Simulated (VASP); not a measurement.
# Be3Te (P6/mmm) in VASP: notebook

Be3Te is run at these levels: PBE; tasks: single point.

All numbers are computed with VASP 6.6.1; they aren't measurements. Logs are shortened: lines on timing, memory, paths and dates and some standing lists are left out, and cuts for length are marked.

**1. The cell of the first run**

Symmetry: P6/mmm, No. 191, hexagonal system. The conventional cell has a = 4.236 Å, b = 4.236 Å, c = 3.829 Å, α = 90.00°, β = 90.00°, γ = 120.00°. Be (site symmetry mmm) has 4 Be at 2.12 Å and 4 Te at 2.85 Å within 2.9 Å. Within 3.9 Å of Te (site symmetry 6/mmm) lie 12 Be at 2.85 Å and 2 Te at 3.83 Å.

The cell was generated, and may not be a known phase.

**2. Single point, PBE**

File INCAR:

```
  PREC = Accurate
  ENCUT = 600
  EDIFF = 1E-6
  ISMEAR = 0
  SIGMA = 0.2
  LREAL = False
  LASPH = True
  NELM = 120
  ALGO = Normal
  ISIF = 2
  LWAVE = False
  LCHARG = False
  GGA = PE
  NBANDS = 14
  GGA_COMPAT = False
```

File KPOINTS:

```
regular mesh
0
Gamma
  7 7 4
```

File POSCAR:

```
Be3Te
1.0
    4.2358573195     -0.0000000036      0.0000000000
   -2.1179286566      3.6683600473      0.0000000000
    0.0000000000      0.0000000000      3.8286531970
Be Te
3 1
Direct
    0.5000000000      0.0000000000      0.5000000000
    0.0000000000      0.5000000000      0.5000000000
    0.5000000000      0.5000000000      0.5000000000
    0.0000000000      0.0000000000      0.0000000000
```

Potentials or basis: VASP PAW PBE potentials, release 64 (Be, Te).

On the command line:

```bash
$ cat potpaw_PBE.64/Be/POTCAR potpaw_PBE.64/Te/POTCAR > POTCAR
$ mpirun -np 1 vasp_std > vasp.out
```

OUTCAR:

```text
PREC = Accurate
   ENCUT = 600
   EDIFF = 1E-6
   ISMEAR = 0
   LREAL = False
   LASPH = True
   NELM = 120
   ISIF = 2
   GGA = PE

 ion  position               nearest neighbor table
   1  0.500  0.000  0.500-   3 2.12   3 2.12   2 2.12   2 2.12   4 2.85   4 2.85   4 2.85   4 2.85

   2  0.000  0.500  0.500-   3 2.12   3 2.12   1 2.12   1 2.12   4 2.85   4 2.85   4 2.85   4 2.85

   3  0.500  0.500  0.500-   1 2.12   1 2.12   2 2.12   2 2.12   4 2.85   4 2.85   4 2.85   4 2.85

   4  0.000  0.000  0.000-   2 2.85   2 2.85   2 2.85   2 2.85   1 2.85   1 2.85   1 2.85   1 2.85
                             3 2.85   3 2.85   3 2.85   3 2.85

  LATTYP: Found a hexagonal cell.
 ALAT       =     4.2358573195
 C/A-ratio  =     0.9038673657

  Lattice vectors:

 A1 = (   4.2358573195,  -0.0000000036,   0.0000000000)
 A2 = (  -2.1179286566,   3.6683600473,   0.0000000000)
 A3 = (   0.0000000000,   0.0000000000,   3.8286531970)

Analysis of symmetry for initial positions (statically):
=====================================================================
 Subroutine PRICEL returns:
 Original cell was already a primitive cell.

 Routine SETGRP: Setting up the symmetry group for a
 hexagonal supercell.

 Subroutine GETGRP returns: Found 24 space group operations
 (whereof 24 operations were pure point group operations)
 out of a pool of 24 trial point group operations.

The static configuration has the point symmetry D_6h.

Analysis of symmetry for dynamics (positions and initial velocities):
=====================================================================
 Subroutine PRICEL returns:
 Original cell was already a primitive cell.

 Routine SETGRP: Setting up the symmetry group for a
 hexagonal supercell.

 Subroutine GETGRP returns: Found 24 space group operations
 (whereof 24 operations were pure point group operations)
 out of a pool of 24 trial point group operations.

The dynamic configuration has the point symmetry D_6h.

 Subroutine INISYM returns: Found 24 space group operations
 (whereof 24 operations are pure point group operations),
 and found     1 'primitive' translations

----------------------------------------------------------------------------------------

                                     Primitive cell

  volume of cell :      59.4921

  direct lattice vectors                    reciprocal lattice vectors
     4.235857319 -0.000000004  0.000000000     0.236079718  0.136300688  0.000000000
    -2.117928657  3.668360047  0.000000000     0.000000000  0.272601377  0.000000000
     0.000000000  0.000000000  3.828653197     0.000000000  0.000000000  0.261188452

  length of vectors
     4.235857319  4.235857319  3.828653197     0.272601377  0.272601377  0.261188452

  position of ions in fractional coordinates (direct lattice)
     0.500000000  0.000000000  0.500000000
     0.000000000  0.500000000  0.500000000
     0.500000000  0.500000000  0.500000000
     0.000000000  0.000000000  0.000000000

  ion indices of the primitive-cell ions
   primitive index   ion index
                 1           1
                 2           2
                 3           3
                 4           4

----------------------------------------------------------------------------------------

 KPOINTS: regular mesh

Automatic generation of k-mesh.
 Grid dimensions read from file:
 generate k-points for:    7    7    4

 Generating k-lattice:

  Cartesian coordinates                     Fractional coordinates (reciprocal lattice)
     0.033725674  0.019471527  0.000000000     0.142857143  0.000000000  0.000000000
     0.000000000  0.038943054  0.000000000    -0.000000000  0.142857143  0.000000000
     0.000000000  0.000000000  0.065297113     0.000000000  0.000000000  0.250000000

  Length of vectors
     0.038943054  0.038943054  0.065297113

  Shift w.r.t. Gamma in fractional coordinates (k-lattice)
     0.000000000  0.000000000  0.000000000

 Subroutine IBZKPT returns following result:
 ===========================================

 Found     24 irreducible k-points:

 Following reciprocal coordinates:
            Coordinates               Weight
  0.000000  0.000000  0.000000      1.000000
  0.142857  0.000000  0.000000      6.000000
  0.285714  0.000000  0.000000      6.000000
  0.428571  0.000000  0.000000      6.000000
  0.142857  0.142857  0.000000      6.000000
  0.285714  0.142857  0.000000     12.000000
[... 16 lines left out ...]
  0.428571  0.142857  0.500000      6.000000
  0.285714  0.285714  0.500000      6.000000
   k-points           NKPTS =     24   k-points in BZ     NKDIM =     24   number of bands    NBANDS=     14
   number of dos      NEDOS =    301   number of ions     NIONS =      4
   total plane-waves  NPLWV =  41472
   dimension x,y,z NGX =    36 NGY =   36 NGZ =   32
   dimension x,y,z NGXF=    72 NGYF=   72 NGZF=   64
   ions per type =               3   1
   NGX,Y,Z   is equivalent  to a cutoff of  14.13, 14.13, 13.89 a.u.
   NGXF,Y,Z  is equivalent  to a cutoff of  28.26, 28.26, 27.79 a.u.
 SYSTEM =  unknown system
   PREC   = accura    normal or accurate (medium, high low for compatibility)
   ISTART =      0    job   : 0-new  1-cont  2-samecut
   ICHARG =      2    charge: 1-file 2-atom 10-const
   ISPIN  =      1    spin polarized calculation?
   LNONCOLLINEAR =      F non collinear calculations
   LSORBIT =      F    spin-orbit coupling
   LASPH  =      T    aspherical Exc in radial PAW
   ENCUT  =  600.0 eV  44.10 Ry    6.64 a.u.   8.46  8.46  7.65*2*pi/ulx,y,z
   NELM   =    120;   NELMIN=  2; NELMDL= -5     # of ELM steps
   EDIFF  = 0.1E-05   stopping-criterion for ELM
   LREAL  =      F    real-space projection
   EDIFFG = 0.1E-04   stopping-criterion for IOM
   NSW    =      0    number of steps for IOM
   IBRION =     -1    ionic relax: 0-MD 1-quasi-New 2-CG
   NFREE  =      0    steps in history (QN), initial steepest desc. (CG)
   ISIF   =      2    stress and relaxation
   ISYM   =      2    0-nonsym 1-usesym 2-fastsym
   POTIM  = 0.5000    time-step for ionic-motion
   TEBEG  =    0.0;   TEEND  =   0.0 temperature during run
   PSTRESS=    0.0 pullay stress
   NELECT =      12.0000    total number of electrons
   NUPDOWN=      -1.0000    fix difference up-down
   EMIN   =  10.00;   EMAX   =-10.00  energy-range for DOS
   EFERMI =   0.00;   METHOD = LEGACY
   ISMEAR =     0;   SIGMA  =   0.20  broadening in eV -4-tet -1-fermi 0-gaus
   EFERMI_NEDOS =   21; number of points for ismear=-14 and -15
   IALGO  =     38    algorithm
   IMIX   =      4    mixing-type and parameters
     AMIX     =   0.40;   BMIX     =  1.00
     AMIX_MAG =   1.60;   BMIX_MAG =  1.00
  volume/ion in A,a.u.               =      14.87       100.37
  Fermi-wavevector in a.u.,A,eV,Ry     =   0.960098  1.814322 12.541684  0.921788
  Thomas-Fermi vector in A             =   2.089352
   LORBIT       =      0    0 simple, 1 ext, 2 COOP (PROOUT), +10 PAW based schemes
   GGA     = PE    functional components
   LHFCALC =     F    Hartree Fock is set to
   AEXX    =    0.0000 exact exchange contribution
   IVDW    =     0    specifies the selected vdW correction
   LEPSILON=     F    determine dielectric tensor
   LRPA    =     F    only Hartree local field effects (RPA)
 non-spin polarized calculation
 Gauss-broadening in eV      SIGMA  =   0.20
  energy-cutoff  :      600.00
  volume of cell :       59.49
 maximum number of plane-waves:      2019
 NGX is ok and might be reduce to    36
   NGX = 17   NGY = 17   NGZ = 15

 number of electron      12.0000000 magnetization

 Free energy of the ion-electron system (eV)
  ---------------------------------------------------
  ext. energy  EPLUGINS =         0.00000000
  ---------------------------------------------------
  free energy    TOTEN  =       -12.96891946 eV

  energy without entropy =      -12.95404166  energy(sigma->0) =      -12.96148056

 E-fermi :   6.4438     XC(G=0):  -9.7894

 val. band max:        6.3019524934   @ k =   0.0000   0.0000   0.5000
 cond. band min:       6.5064109260   @ k =   0.1429   0.0000   0.2500
 fundamental gap:      0.2044584326
 Fermi energy:         6.4437993612

 k-point     1 :       0.0000    0.0000    0.0000
  band No.  band energies     occupation
      1      -6.7037      2.00000
      2       3.0411      2.00000
      3       3.0684      2.00000
      4       3.0684      2.00000
      5       3.1022      2.00000
      6       4.1838      2.00000
      7       9.0505      0.00000
      8       9.0505      0.00000
      9       9.1594      0.00000
     10      11.2482      0.00000
     11      11.2482      0.00000
     12      11.8340      0.00000
     13      13.6244      0.00000
     14      13.6244      0.00000

 k-point     2 :       0.1429    0.0000    0.0000
  band No.  band energies     occupation
      1      -6.5807      2.00000
      2       1.5804      2.00000
      3       2.9263      2.00000
      4       3.2386      2.00000
      5       3.7642      2.00000
      6       4.4140      2.00000
      7       9.3942      0.00000
      8       9.4808      0.00000
      9      10.1705      0.00000
     10      10.8004      0.00000
     11      10.9559      0.00000
     12      11.3071      0.00000
     13      12.8327      0.00000
     14      13.1923      0.00000
[... 343 lines left out ...]
      1      -4.8562      2.00000
      2      -0.3284      2.00000
      3       1.2435      2.00000
      4       1.6054      2.00000
      5       3.2291      2.00000
      6       3.3179      2.00000
      7       7.1094      0.00000
      8       8.7195      0.00000
      9      11.3735      0.00000
     10      12.9598      0.00000
     11      13.1341      0.00000
     12      13.9837      0.00000
     13      15.6844      0.00000
     14      17.5141      0.00000

 k-point    24 :       0.2857    0.2857    0.5000
  band No.  band energies     occupation
      1      -4.8208      2.00000
      2      -0.2444      2.00000
      3       1.6093      2.00000
      4       1.9931      2.00000
      5       2.3806      2.00000
      6       2.4404      2.00000
      7       8.3554      0.00000
      8      10.0156      0.00000
      9      10.9100      0.00000
     10      11.2242      0.00000
     11      12.9014      0.00000
     12      13.5239      0.00000
     13      17.1270      0.00000
     14      17.4485      0.00000

------------------------ aborting loop because EDIFF is reached ----------------------------------------

  FORCE on cell =-STRESS in cart. coord.  units (eV):
  Direction    XX          YY          ZZ          XY          YZ          ZX
  --------------------------------------------------------------------------------------
  -------------------------------------------------------------------------------------
  Total        0.0809918      0.0809918      0.0132891      0.0000000     -0.0000000      0.0000000
  in kB        2.1811848      2.1811848      0.3578878      0.0000000     -0.0000000      0.0000000
  external PRESSURE =       1.5734192 kB  Pullay stress =       0.0000000 kB

 VOLUME and BASIS-vectors are now :
 -----------------------------------------------------------------------------
  energy-cutoff  :      600.00
  volume of cell :       59.49
      direct lattice vectors                 reciprocal lattice vectors
     4.235857319 -0.000000004  0.000000000     0.236079718  0.136300688  0.000000000
    -2.117928657  3.668360047  0.000000000     0.000000000  0.272601377  0.000000000
     0.000000000  0.000000000  3.828653197     0.000000000  0.000000000  0.261188452

 POSITION                                       TOTAL-FORCE (eV/Angst)
 -----------------------------------------------------------------------------------
      2.11793     -0.00000      1.91433        -0.000000      0.000000      0.000000
     -1.05896      1.83418      1.91433         0.000000      0.000000      0.000000
      1.05896      1.83418      1.91433        -0.000000      0.000000      0.000000
      0.00000      0.00000      0.00000        -0.000000      0.000000      0.000000
 -----------------------------------------------------------------------------------
    total drift:                                0.000000      0.000000      0.000000

  FREE ENERGIE OF THE ION-ELECTRON SYSTEM (eV)
  ---------------------------------------------------
  free  energy   TOTEN  =       -12.9689194598 eV

  energy  without entropy=      -12.9540416577  energy(sigma->0) =      -12.96148056
```

Run time: 25 s. Hardware: 1 thread of Intel Xeon Platinum 8488C (Sapphire Rapids), shared host; peak memory 0.2 GiB.

Results:

| Property | Result |
| --- | --- |
| Free energy | -12.9689 eV |
| Pressure | 0.2 GPa |
| Band gap on the k mesh | zero (bands 6 and 7 overlap by 0.78 eV) |

Stress tensor (GPa, compression positive):
```
0.22 0.00 0.00
0.00 0.22 0.00
0.00 0.00 0.04
```

Levels at points of the mesh, in eV from the Fermi level:
| k point | band 4 | band 5 | band 6 | band 7 | band 8 | band 9 |
| --- | --- | --- | --- | --- | --- | --- |
| (0.00, 0.00, 0.00) | -3.38 | -3.34 | -2.26 | 2.61 | 2.61 | 2.72 |
| (0.00, 0.00, 0.50) | -1.32 | -1.32 | -0.14 | -0.14 | 0.73 | 1.21 |

Caveat: the k points lie up to 0.41 Å⁻¹ apart, too coarse for converged energies and pressures of a metal; semilocal functionals underestimate gaps, and a narrow one can read as zero; spin-orbit coupling is left out, which moves the levels of the heavy elements.

**3. Single point, PBE**

This run uses another cell than the first one, of 19.21 Å³/atom.

File INCAR:

```
SYSTEM = Be3Te
ALGO = Normal
EDIFF = 1E-6
ENCUT = 600
GGA = PE
GGA_COMPAT = .False.
ISIF = 2
ISMEAR = 0
LASPH = .True.
LCHARG = .False.
LREAL = .False.
LWAVE = .False.
NBANDS = 14
NELM = 120
PREC = Accurate
SIGMA = 0.2
```

File KPOINTS:

```
k-points
0
Gamma
  6 6 4
  0 0 0
```

File POSCAR:

```
Be3Te
1.0
    4.8572893968      0.0000000000      0.0000000000
   -2.4286446984      4.2065360112      0.0000000000
    0.0000000000      0.0000000000      3.7598302778
Be Te
3 1
Direct
    0.5000000000      0.0000000000      0.0000000000
    0.0000000000      0.5000000000      0.0000000000
    0.5000000000      0.5000000000      0.0000000000
    0.0000000000      0.0000000000      0.0000000000
```

Potentials or basis: VASP PAW PBE potentials, release 64 (Be, Te).

On the command line:

```bash
$ cat potpaw_PBE.64/Be/POTCAR potpaw_PBE.64/Te/POTCAR > POTCAR
$ mpirun -np 1 vasp_std > vasp.out
```

It took 22 s on 1 thread of Intel Xeon Platinum 8488C (Sapphire Rapids), shared host; peak memory 0.21 GiB.

The run converged. Its results:

```yaml
Free_energy: -10.8932 eV
Pressure: 0.4 GPa
Band_gap_on_the_k_mesh: zero (bands 6 and 7 overlap by 2.57 eV)
```

Stress tensor (GPa, compression positive):
```
0.38 0.00 0.00
0.00 0.38 0.00
0.00 0.00 0.50
```

Levels at points of the mesh, in eV from the Fermi level:
```tsv
k point	band 2	band 3	band 4	band 5	band 6	band 7	band 8	band 9	band 10	band 11
(0.00, 0.00, 0.00)	-5.70	-5.70	-3.20	-2.42	-1.93	0.38	0.38	3.69	4.39	6.12
(0.50, 0.00, 0.00)	-7.61	-5.85	-3.78	-1.04	1.72	2.07	2.28	2.76	4.55	4.62
(0.00, 0.00, 0.50)	-5.35	-5.33	-5.33	-2.05	-1.96	1.17	1.47	1.47	3.33	3.33
(0.50, 0.00, 0.50)	-6.90	-5.38	-4.35	-3.02	-1.61	1.51	2.03	2.32	2.66	3.55
```

Caveat: the k points lie up to 0.42 Å⁻¹ apart, too coarse for converged energies and pressures of a metal; spin-orbit coupling is left out, which moves the levels of the heavy elements; this functional lacks dispersion, which binds layers or chains, so the pressure and a relaxed spacing across them are unreliable.

The gap in the log of VASP goes by the Fermi energy; the results here count the filled bands.